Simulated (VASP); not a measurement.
Input of a VASP 6.6.1 run:

File INCAR:

```
SYSTEM = AlNi
PREC = Accurate
ENCUT = 520
EDIFF = 1E-7
ISMEAR = 0
SIGMA = 0.1
LREAL = .FALSE.
LASPH = .TRUE.
NELM = 60
ALGO = Normal
ISIF = 2
LWAVE = .FALSE.
LCHARG = .FALSE.
GGA = PE
NBANDS = 14
```

File KPOINTS:

```
Automatic mesh
0
G
  6 6 6
  0 0 0
```

The input POSCAR:

```
AlNi
1.0
    2.8936602367      0.0000000000      0.0000000000
    0.0000000000      2.8936602367      0.0000000000
    0.0000000000      0.0000000000      2.8936602367
Al Ni
1 1
Direct
    0.5000000000      0.5000000000      0.5000000000
    0.0000000000      0.0000000000      0.0000000000
```

Potentials or basis: VASP PAW PBE potentials, release 64 (Al, Ni).

Command:

```bash
$ cat potpaw_PBE.64/Al/POTCAR potpaw_PBE.64/Ni/POTCAR > POTCAR
$ mpirun -np 1 vasp_std > vasp.out
```

Q: What does it give for the pressure?

A: 0.2 GPa.

Q: What does it give for the band gap on the k mesh?

A: Zero (an odd number of electrons rules out a gap without spin polarisation).

Caveat: the k points lie up to 0.36 Å⁻¹ apart, too coarse for converged energies and pressures of a metal. Spin polarisation is off, so any magnetic state and its effect on volume and gap are missing.
